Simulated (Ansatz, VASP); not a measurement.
**Two plane-wave programs on Nb**

```
CELL_PARAMETERS angstrom
-1.65557 1.65557 1.65557
1.65557 -1.65557 1.65557
1.65557 1.65557 -1.65557
ATOMIC_POSITIONS crystal
Nb 0.00000 0.00000 0.00000
```

Alike in both runs: functional PBE; k mesh 18 × 18 × 18; occupations gaussian, width 0.1 eV; no spin polarisation.

Ansatz relaxed the structure, and its values are those at the end. VASP's run is a single point on that final structure, the one shown.

```csv
,VASP,Ansatz
version,VASP 6.6.1,Ansatz 0.2.0
potentials or method,"VASP PAW PBE potentials, release 64 (Nb_sv), cutoff 520 eV","scalar-relativistic, plane waves, PAW"
valence electrons in the cell,13,13
```

|  | VASP | Ansatz | Ansatz less VASP |
| --- | --- | --- | --- |
| gap on the k mesh at the Fermi level (eV) | none | none | - |
| pressure (GPa) | -0.3 | 0.0 | +0.31 |

A gap of «none» marks a metal or a gap that the smearing closes.
